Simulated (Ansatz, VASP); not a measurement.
**MnF2: VASP beside Ansatz**

The input INCAR:

```
SYSTEM = MnF2
ALGO     = Normal         ! electronic algorithm
EDIFF    = 1E-6           ! SCF threshold, eV
ENCUT    = 520            ! plane-wave cutoff, eV
GGA      = PS             ! functional
ISIF     = 2              ! what is computed and relaxed
ISMEAR   = 0              ! smearing method
ISPIN    = 2              ! spin polarisation
LASPH    = .TRUE.         ! aspherical terms in the spheres
LCHARG   = .FALSE.        ! write CHGCAR
LDAU     = .TRUE.         ! DFT+U
LDAUJ    = 0 0          
LDAUL    = 2 -1           ! shell
LDAUPRINT= 1            
LDAUTYPE = 2            
LDAUU    = 3 0            ! U, eV
LMAXMIX  = 4              ! l up to which the mixer works
LORBIT   = 11             ! projections on sites
LREAL    = .FALSE.        ! projectors in reciprocal space
LWAVE    = .FALSE.        ! write WAVECAR
MAGMOM   = 4.2 -4.2 -0.02 0.02 -0.02 0.02 ! initial moments
NBANDS   = 40             ! bands
NELM     = 150            ! most SCF steps
PREC     = Accurate       ! precision mode
SIGMA    = 0.05           ! smearing width, eV
```

File KPOINTS:

```
k-points
0
G
  4 4 6
  0 0 0
```

POSCAR

```
MnF2
1.0
    4.8733996600      0.0000000000      0.0000000000
    0.0000000000      4.8733996600      0.0000000000
    0.0000000000      0.0000000000      3.3098997700
Mn F
2 4
Direct
    0.0000000000      0.0000000000      0.0000000000
    0.5000000000      0.5000000000      0.5000000000
    0.3050000000      0.3050000000      0.0000000000
    0.1950000000      0.8050000000      0.5000000000
    0.6950000000      0.6950000000      0.0000000000
    0.8050000000      0.1950000000      0.5000000000
```

Input for Ansatz:

```yaml
crystal:
  lattice:
    - [4.87339966, 0.0, 0.0]
    - [0.0, 4.87339966, 0.0]
    - [0.0, 0.0, 3.30989977]
  atoms:
    - { symbol: Mn, position: [0.0, 0.0, 0.0], spin: 4.21 }
    - { symbol: Mn, position: [0.5, 0.5, 0.5], spin: -4.21 }
    - { symbol: F, position: [0.305, 0.305, 0.0] }
    - { symbol: F, position: [0.195, 0.805, 0.5] }
    - { symbol: F, position: [0.695, 0.695, 0.0] }
    - { symbol: F, position: [0.805, 0.195, 0.5] }
basis:
  ecutwfc: 420
  ecutrho_ratio: 4
kpoints:
  mp_grid: { grid: [4, 4, 6] }
hamiltonian:
  xc: pbesol
  hubbard:
    sites:
      - { site: 0, l: d, u_eff: 3.0, starting_ns: [{ spin: up, occupation_matrix: s0up }, { spin: down, occupation_matrix: s0down }] }
      - { site: 1, l: d, u_eff: 3.0, starting_ns: [{ spin: up, occupation_matrix: s1up }, { spin: down, occupation_matrix: s1down }] }
    occupation_matrices:
      s0up:
        matrix:
          - [0.97, 0.0, 0.0, 0.0, 0.0]
          - [0.0, 0.97, 0.0, 0.0, 0.0]
          - [0.0, 0.0, 0.97, 0.0, 0.0]
          - [0.0, 0.0, 0.0, 0.97, 0.0]
          - [0.0, 0.0, 0.0, 0.0, 0.97]
      s0down:
        matrix:
          - [0.02, 0.0, 0.0, 0.0, 0.0]
          - [0.0, 0.02, 0.0, 0.0, 0.0]
          - [0.0, 0.0, 0.02, 0.0, 0.0]
          - [0.0, 0.0, 0.0, 0.02, 0.0]
          - [0.0, 0.0, 0.0, 0.0, 0.02]
      s1up:
        matrix:
          - [0.02, 0.0, 0.0, 0.0, 0.0]
          - [0.0, 0.02, 0.0, 0.0, 0.0]
          - [0.0, 0.0, 0.02, 0.0, 0.0]
          - [0.0, 0.0, 0.0, 0.02, 0.0]
          - [0.0, 0.0, 0.0, 0.0, 0.02]
      s1down:
        matrix:
          - [0.97, 0.0, 0.0, 0.0, 0.0]
          - [0.0, 0.97, 0.0, 0.0, 0.0]
          - [0.0, 0.0, 0.97, 0.0, 0.0]
          - [0.0, 0.0, 0.0, 0.97, 0.0]
          - [0.0, 0.0, 0.0, 0.0, 0.97]
    ns_hold: { iters: 8 }
scf:
  occupations: { method: gaussian, width: 0.05 }
  lower_state_search: "off"
  max_iter: 150
output:
  forces: true
  stress: true
  eigenvalues: true
  populations: true
  hubbard: { sites: [{ site: 0, l: d }, { site: 1, l: d }] }
magnetization:
  spin_polarized: true
  spin_locking: { lock_spins: true, n_iters: 12 }
```

Alike in both runs: task single point; functional PBEsol; k mesh 4 × 4 × 6; occupations gaussian, width 0.05 eV; collinear spin; Hubbard terms Mn d U = 3.0 eV.

```csv
,VASP,Ansatz
version,VASP 6.6.1,Ansatz 0.2.0
potentials or method,"VASP PAW PBE potentials, release 64 (Mn_pv, F), cutoff 520 eV","scalar-relativistic, plane waves, PAW"
valence electrons in the cell,54,58
```

```tsv
	VASP	Ansatz	Ansatz less VASP
gap on the k mesh at the Fermi level (eV)	3.09	3.17	+0.081
least direct gap on the mesh (eV)	3.13	3.21	+0.082
pressure (GPa)	-0.2	0.5	+0.68
traceless stress, the component that is largest in VASP (GPa)	-0.23	-0.12	+0.110
rms of the force components (eV/Å)	0.008	0.007	-0.0004
net moment per atom (μB)	0.00	0.00	0.000
size of the moment on the site where the two differ most (μB)	4.64	4.20	-0.439
```

VASP's potentials were made for PBE, not for PBEsol. Site moments also hang on the region over which each program counts them. The programs project onto different local orbitals, so the same U acts differently, and such runs can settle in different states. Atom by atom the forces differ by 0.000 eV/Å (rms over components). VASP's potentials hold 54 valence electrons a cell and Ansatz's 58, so a difference there can come from the potentials and not from the codes. Ansatz's warnings: stability check not made, stress scf threshold loose.
